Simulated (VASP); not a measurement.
# Cd (P6/mmm) in VASP: a series of runs

Cd is run at these levels: PBE; tasks: relaxation of cell and atoms, single point.

Program: VASP 6.6.1. These are calculated values, not measurements. Logs are shortened: lines on timing, memory, paths and dates and some standing lists are left out, and cuts for length are marked.

## Step 1: The cell of the first run

It takes space group P6/mmm (No. 191, hexagonal). Conventional cell: a = 3.091 Å, b = 3.091 Å, c = 2.905 Å, α = 90.00°, β = 90.00°, γ = 120.00°. Cd (site symmetry 6/mmm) has 8 Cd at 2.91 to 3.09 Å within 3.8 Å.

This isn't the form of Cd at room conditions, which is hcp.

## Step 2: Relaxation of cell and atoms, PBE

INCAR reads:

```
PREC = Accurate ; ENCUT = 600
EDIFF = 1E-6 ; ISMEAR = -1
SIGMA = 0.1 ; LREAL = False
LASPH = True ; NELM = 80
ALGO = Normal ; ISIF = 3
LWAVE = False ; LCHARG = False
GGA = PE ; IBRION = 2
NSW = 60 ; EDIFFG = -0.005
```

KPOINTS reads:

```
Automatic mesh
0
Gamma
  14 14 13
```

POSCAR reads:

```
Cd
1.0
    3.0905317363      0.0000000000      0.0000000000
   -1.5452658682      2.6764789948      0.0000000000
    0.0000000000      0.0000000000      2.9050998321
Cd
1
Direct
    0.0000000000      0.0000000000      0.0000000000
```

Potentials or basis: VASP PAW PBE potentials, release 64 (Cd).

Launch:

```sh
$ cat potpaw_PBE.64/Cd/POTCAR > POTCAR
$ mpirun -np 1 vasp_std > vasp.out
```

OUTCAR:

```text
PREC = Accurate
   ENCUT = 600
   EDIFF = 1E-6
   ISMEAR = -1
   LREAL = False
   LASPH = True
   NELM = 80
   ISIF = 3
   GGA = PE
   IBRION = 2
   NSW = 60
   EDIFFG = -0.005

 ion  position               nearest neighbor table
   1  0.000  0.000  0.000-

  LATTYP: Found a hexagonal cell.
 ALAT       =     3.0905317363
 C/A-ratio  =     0.9400000000

  Lattice vectors:

 A1 = (   3.0905317363,   0.0000000000,   0.0000000000)
 A2 = (  -1.5452658682,   2.6764789948,   0.0000000000)
 A3 = (   0.0000000000,   0.0000000000,   2.9050998321)

Analysis of symmetry for initial positions (statically):
=====================================================================
 Subroutine PRICEL returns:
 Original cell was already a primitive cell.

 Routine SETGRP: Setting up the symmetry group for a
 hexagonal supercell.

 Subroutine GETGRP returns: Found 24 space group operations
 (whereof 24 operations were pure point group operations)
 out of a pool of 24 trial point group operations.

The static configuration has the point symmetry D_6h.

Analysis of symmetry for dynamics (positions and initial velocities):
=====================================================================
 Subroutine PRICEL returns:
 Original cell was already a primitive cell.

 Routine SETGRP: Setting up the symmetry group for a
 hexagonal supercell.

 Subroutine GETGRP returns: Found 24 space group operations
 (whereof 24 operations were pure point group operations)
 out of a pool of 24 trial point group operations.

The dynamic configuration has the point symmetry D_6h.

 Subroutine INISYM returns: Found 24 space group operations
 (whereof 24 operations are pure point group operations),
 and found     1 'primitive' translations

----------------------------------------------------------------------------------------

                                     Primitive cell

  volume of cell :      24.0302

  direct lattice vectors                    reciprocal lattice vectors
     3.090531736  0.000000000  0.000000000     0.323568915  0.186812600  0.000000000
    -1.545265868  2.676478995  0.000000000     0.000000000  0.373625200  0.000000000
     0.000000000  0.000000000  2.905099832     0.000000000  0.000000000  0.344222250

  length of vectors
     3.090531736  3.090531736  2.905099832     0.373625200  0.373625200  0.344222250

  position of ions in fractional coordinates (direct lattice)
     0.000000000  0.000000000  0.000000000

  ion indices of the primitive-cell ions
   primitive index   ion index
                 1           1

----------------------------------------------------------------------------------------

 KPOINTS: Automatic mesh

Automatic generation of k-mesh.
 Grid dimensions read from file:
 generate k-points for:   14   14   13

 Generating k-lattice:

  Cartesian coordinates                     Fractional coordinates (reciprocal lattice)
     0.023112065  0.013343757  0.000000000     0.071428571  0.000000000  0.000000000
     0.000000000  0.026687514  0.000000000     0.000000000  0.071428571  0.000000000
     0.000000000  0.000000000  0.026478635     0.000000000  0.000000000  0.076923077

  Length of vectors
     0.026687514  0.026687514  0.026478635

  Shift w.r.t. Gamma in fractional coordinates (k-lattice)
     0.000000000  0.000000000  0.000000000

 Subroutine IBZKPT returns following result:
 ===========================================

 Found    168 irreducible k-points:

 Following reciprocal coordinates:
            Coordinates               Weight
  0.000000  0.000000  0.000000      1.000000
  0.071429  0.000000  0.000000      6.000000
  0.142857 -0.000000  0.000000      6.000000
  0.214286 -0.000000  0.000000      6.000000
  0.285714  0.000000  0.000000      6.000000
  0.357143  0.000000  0.000000      6.000000
[... 16 lines left out ...]
  0.285714  0.285714  0.000000      6.000000
  0.357143  0.285714  0.000000      6.000000
 [... further k-points ...]
   k-points           NKPTS =    168   k-points in BZ     NKDIM =    168   number of bands    NBANDS=     10
   number of dos      NEDOS =    301   number of ions     NIONS =      1
   total plane-waves  NPLWV =  18816
   dimension x,y,z NGX =    28 NGY =   28 NGZ =   24
   dimension x,y,z NGXF=    56 NGYF=   56 NGZF=   48
   ions per type =               1
   NGX,Y,Z   is equivalent  to a cutoff of  15.06, 15.06, 13.73 a.u.
   NGXF,Y,Z  is equivalent  to a cutoff of  30.12, 30.12, 27.47 a.u.
 SYSTEM =  unknown system
   PREC   = accura    normal or accurate (medium, high low for compatibility)
   ISTART =      0    job   : 0-new  1-cont  2-samecut
   ICHARG =      2    charge: 1-file 2-atom 10-const
   ISPIN  =      1    spin polarized calculation?
   LNONCOLLINEAR =      F non collinear calculations
   LSORBIT =      F    spin-orbit coupling
   LASPH  =      T    aspherical Exc in radial PAW
   ENCUT  =  600.0 eV  44.10 Ry    6.64 a.u.   6.17  6.17  5.80*2*pi/ulx,y,z
   NELM   =     80;   NELMIN=  2; NELMDL= -5     # of ELM steps
   EDIFF  = 0.1E-05   stopping-criterion for ELM
   LREAL  =      F    real-space projection
   EDIFFG = -.5E-02   stopping-criterion for IOM
   NSW    =     60    number of steps for IOM
   IBRION =      2    ionic relax: 0-MD 1-quasi-New 2-CG
   NFREE  =      1    steps in history (QN), initial steepest desc. (CG)
   ISIF   =      3    stress and relaxation
   ISYM   =      2    0-nonsym 1-usesym 2-fastsym
   POTIM  = 0.5000    time-step for ionic-motion
   TEBEG  =    0.0;   TEEND  =   0.0 temperature during run
   PSTRESS=    0.0 pullay stress
   NELECT =      12.0000    total number of electrons
   NUPDOWN=      -1.0000    fix difference up-down
   EMIN   =  10.00;   EMAX   =-10.00  energy-range for DOS
   EFERMI =   0.00;   METHOD = LEGACY
   ISMEAR =    -1;   SIGMA  =   0.10  broadening in eV -4-tet -1-fermi 0-gaus
   EFERMI_NEDOS =   21; number of points for ismear=-14 and -15
   IALGO  =     38    algorithm
   IMIX   =      4    mixing-type and parameters
     AMIX     =   0.40;   BMIX     =  1.00
     AMIX_MAG =   1.60;   BMIX_MAG =  1.00
  volume/ion in A,a.u.               =      24.03       162.16
  Fermi-wavevector in a.u.,A,eV,Ry     =   1.298821  2.454415 22.952148  1.686935
  Thomas-Fermi vector in A             =   2.430124
   LORBIT       =      0    0 simple, 1 ext, 2 COOP (PROOUT), +10 PAW based schemes
   GGA     = PE    functional components
   LHFCALC =     F    Hartree Fock is set to
   AEXX    =    0.0000 exact exchange contribution
   IVDW    =     0    specifies the selected vdW correction
   LEPSILON=     F    determine dielectric tensor
   LRPA    =     F    only Hartree local field effects (RPA)
 conjugate gradient relaxation of ions
 non-spin polarized calculation
  energy-cutoff  :      600.00
  volume of cell :       24.03
 maximum number of plane-waves:       822
 NGX is ok and might be reduce to    28
   NGX = 13   NGY = 13   NGZ = 11

--------------------------------------- Ionic step        1  -------------------------------------------

 number of electron      11.9999999 magnetization

 Free energy of the ion-electron system (eV)
  ---------------------------------------------------
  ext. energy  EPLUGINS =         0.00000000
  ---------------------------------------------------
  free energy    TOTEN  =        -0.65782125 eV

  energy without entropy =       -0.64502812  energy(sigma->0) =       -0.65142469

------------------------ aborting loop because EDIFF is reached ----------------------------------------

  FORCE on cell =-STRESS in cart. coord.  units (eV):
  Direction    XX          YY          ZZ          XY          YZ          ZX
  --------------------------------------------------------------------------------------
  -------------------------------------------------------------------------------------
  Total        0.1761045      0.1761045      0.7547292     -0.0000000     -0.0000000     -0.0000000
  in kB       11.7414825     11.7414825     50.3203450     -0.0000000     -0.0000000     -0.0000000
  external PRESSURE =      24.6011033 kB  Pullay stress =       0.0000000 kB
[... 265 lines left out ...]
  energy  without entropy=       -0.6695885678  energy(sigma->0) =       -0.67616032

--------------------------------------- Ionic step        9  -------------------------------------------

 number of electron      12.0000001 magnetization

 Free energy of the ion-electron system (eV)
  ---------------------------------------------------
  ext. energy  EPLUGINS =         0.00000000
  ---------------------------------------------------
  free energy    TOTEN  =        -0.68273643 eV

  energy without entropy =       -0.66955457  energy(sigma->0) =       -0.67614550

 E-fermi :   1.8332     XC(G=0): -10.1475

 val. band max:        1.8287470652   @ k =   0.4286   0.0714   0.1538
 cond. band min:       1.8442326147   @ k =   0.3571   0.2143   0.3077
 fundamental gap:      0.0154855495
 Fermi energy:         1.8331765782

 k-point     1 :       0.0000    0.0000    0.0000
  band No.  band energies     occupation
      1      -7.6970      2.00000
      2      -7.0971      2.00000
      3      -7.0971      2.00000
      4      -6.4216      2.00000
      5      -6.4216      2.00000
      6      -5.9435      2.00000
      7       9.4367      0.00000
      8      13.2805      0.00000
      9      16.0622      0.00000
     10      16.1971      0.00000
[... 287 lines left out ...]
 k-point    24 :       0.3571    0.2857    0.0000
  band No.  band energies     occupation
      1      -7.1665      2.00000
      2      -7.0388      2.00000
      3      -6.8094      2.00000
      4      -6.8040      2.00000
      5      -6.7298      2.00000
      6       1.6944      1.60041
      7       2.1831      0.05866
      8       3.8338      0.00000
      9      16.4190      0.00000
     10      16.9852      0.00000

 [... further k-points ...]

------------------------ aborting loop because EDIFF is reached ----------------------------------------

  FORCE on cell =-STRESS in cart. coord.  units (eV):
  Direction    XX          YY          ZZ          XY          YZ          ZX
  --------------------------------------------------------------------------------------
  -------------------------------------------------------------------------------------
  Total       -0.0001772     -0.0001772      0.0010606      0.0000000      0.0000000      0.0000000
  in kB       -0.0111920     -0.0111920      0.0669849      0.0000000      0.0000000      0.0000000
  external PRESSURE =       0.0148670 kB  Pullay stress =       0.0000000 kB
[... 16 lines left out ...]
  FREE ENERGIE OF THE ION-ELECTRON SYSTEM (eV)
  ---------------------------------------------------
  free  energy   TOTEN  =        -0.6827364316 eV

  energy  without entropy=       -0.6695545680  energy(sigma->0) =       -0.67614550

 reached required accuracy - stopping structural energy minimisation
```

Wall time 2.2 min (1 thread of Intel Xeon Platinum 8124M at 3.00GHz (Skylake/Cascade Lake), shared host); peak memory 0.2 GiB.

Results:

| Item | Value |
| --- | --- |
| Free energy | -0.6827 eV |
| Relaxed volume | 25.37 Å³/atom |
| Relaxed cell | a = 3.046 Å, b = 3.046 Å, c = 3.158 Å, α = 90.00°, β = 90.00°, γ = 120.00° |
| Space group after relaxing (to 0.1 Å) | P6/mmm (No. 191) |
| Energy gained by relaxing | 24.9 meV/atom |
| Ionic steps | 9 |
| Pressure after relaxing | 0.0 GPa |
| Band gap on the k mesh | zero (bands 6 and 7 overlap by 5.13 eV) |

Step by step:
```
step  energy change (eV)  largest force (eV/Å)  pressure (GPa)  volume (Å³)
   1              0.0000                0.0000            2.46        24.03
   2             -0.0177                0.0000            0.13        25.33
   3             -0.0189                0.0000           -0.59        25.89
   4             -0.0189                0.0000           -0.53        25.84
   5             -0.0217                0.0000           -0.35        25.64
   6             -0.0246                0.0000            0.19        25.22
   7             -0.0246                0.0000            0.29        25.15
   8             -0.0249                0.0000            0.03        25.35
   9             -0.0249                0.0000            0.00        25.37
```

Final structure:
```cif
data_structure
_symmetry_space_group_name_H-M 'P 1'
_symmetry_Int_Tables_number 1
_cell_length_a 3.0455
_cell_length_b 3.0455
_cell_length_c 3.1581
_cell_angle_alpha 90.000
_cell_angle_beta 90.000
_cell_angle_gamma 120.000
_cell_volume 25.37
loop_
_atom_site_label
_atom_site_type_symbol
_atom_site_fract_x
_atom_site_fract_y
_atom_site_fract_z
_atom_site_occupancy
Cd1 Cd 0.00000 0.00000 0.00000 1
```

Levels at points of the mesh, in eV from the Fermi level:
```csv
k point,band 3,band 4,band 5,band 6,band 7,band 8,band 9,band 10
"(0.00, 0.00, 0.00)",-8.93,-8.25,-8.25,-7.78,7.60,11.45,14.23,14.36
"(0.50, 0.00, 0.00)",-8.76,-8.37,-8.03,-1.69,-1.12,8.73,12.57,12.92
```

## Step 3: Single point, PBE (21.21 Å³/atom)

This run uses another cell than the first one, of 21.21 Å³/atom.

INCAR reads:

```
PREC = Accurate ; ENCUT = 520
EDIFF = 1E-7 ; ISMEAR = -1
SIGMA = 0.1 ; LREAL = False
LASPH = True ; NELM = 80
ALGO = Normal ; ISIF = 2
LWAVE = False ; LCHARG = False
GGA = PE ; NBANDS = 12
```

KPOINTS reads:

```
regular mesh
0
Gamma
  14 14 13
```

POSCAR reads:

```
Cd
1.0
    2.8901621525      0.0000000000      0.0000000000
   -1.4450810762      2.5029538451      0.0000000000
    0.0000000000      0.0000000000      2.9320820603
Cd
1
Direct
    0.0000000000      0.0000000000      0.0000000000
```

Potentials or basis: VASP PAW PBE potentials, release 64 (Cd).

Launch:

```sh
$ cat potpaw_PBE.64/Cd/POTCAR > POTCAR
$ mpirun -np 1 vasp_std > vasp.out
```

Run time: 35 s. Hardware: 1 thread of AMD EPYC 7R43 (Zen 3), shared host; peak memory 0.13 GiB.

The run converged. Its results:

```
Free energy            : -0.5724 eV
Pressure               : 10.4 GPa
Band gap on the k mesh : zero (bands 6 and 7 overlap by 5.88 eV)
```

Stress tensor (GPa, compression positive):
```
10.39  0.00  0.00
 0.00 10.39  0.00
 0.00  0.00 10.29
```

Levels at points of the mesh, in eV from the Fermi level:
```tsv
k point	band 2	band 3	band 4	band 5	band 6	band 7	band 8	band 9	band 10	band 11
(0.00, 0.00, 0.00)	-9.43	-9.43	-9.05	-8.45	-8.45	8.86	13.34	14.87	15.76	15.76
(0.50, 0.00, 0.00)	-9.56	-9.15	-8.60	-8.18	-2.42	-0.99	9.37	13.84	14.88	15.12
```

Caveat: the cell stands under pressure.
